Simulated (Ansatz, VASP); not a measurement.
**Rh in VASP and in Ansatz**

INCAR

```
SYSTEM = Rh
PREC = Accurate
ENCUT = 520
EDIFF = 1E-6
ISMEAR = -1
SIGMA = 0.05
LREAL = .FALSE.
LASPH = .TRUE.
NELM = 60
ALGO = Normal
ISIF = 2
LWAVE = .FALSE.
LCHARG = .TRUE.
GGA = PS
LELF = .TRUE.
LVHAR = .TRUE.
NBANDS = 22
```

File KPOINTS:

```
Automatic mesh
0
G
  9 9 5
  0 0 0
```

File POSCAR:

```
Rh
1.0
    2.7309790422      0.0000000000      0.0000000000
   -1.3654895211      2.3650972278      0.0000000000
    0.0000000000      0.0000000000      4.4284890000
Rh
2
Direct
    0.3333333333      0.6666666667      0.2500000000
    0.6666666667      0.3333333333      0.7500000000
```

File input.yaml:

```yaml
crystal:
  lattice:
    - [2.7309790422, 0.0, 0.0]
    - [-1.3654895211, 2.3650972278, 0.0]
    - [0.0, 0.0, 4.428489]
  atoms:
    - { symbol: Rh, position: [0.3333333333, 0.6666666667, 0.25] }
    - { symbol: Rh, position: [0.6666666667, 0.3333333333, 0.75] }
hamiltonian:
  xc: pbesol
  pseudopotentials: { kind: paw }
kpoints:
  mp_grid: { grid: [9, 9, 5] }
scf:
  occupations: { method: fermi_dirac, width: 0.05 }
output:
  forces: true
  stress: true
  eigenvalues: true
```

Alike in both runs: task single point; functional PBEsol; k mesh 9 × 9 × 5; occupations fermi-dirac, width 0.05 eV; no spin polarisation.

```csv
,VASP,Ansatz
version,VASP 6.6.1,Ansatz 0.2.0
potentials or method,"VASP PAW PBE potentials, release 64 (Rh_pv)",Ansatz PAW
plane-wave cutoff (eV),520,420
valence electrons in the cell,30,34
```

```csv
,VASP,Ansatz,Ansatz less VASP
gap on the k mesh at the Fermi level (eV),none,none,-
pressure (GPa),-13.8,-13.7,+0.10
"traceless stress, the component that is largest in VASP (GPa)",-0.32,-0.33,-0.017
```

VASP's potentials were made for PBE, not for PBEsol. A gap of «none» marks a metal or a gap that the smearing closes. The functional is the same, so the differences come from potentials, cutoffs and numerics. VASP's potentials hold 30 valence electrons a cell and Ansatz's 34, so a difference there can come from the potentials and not from the codes.
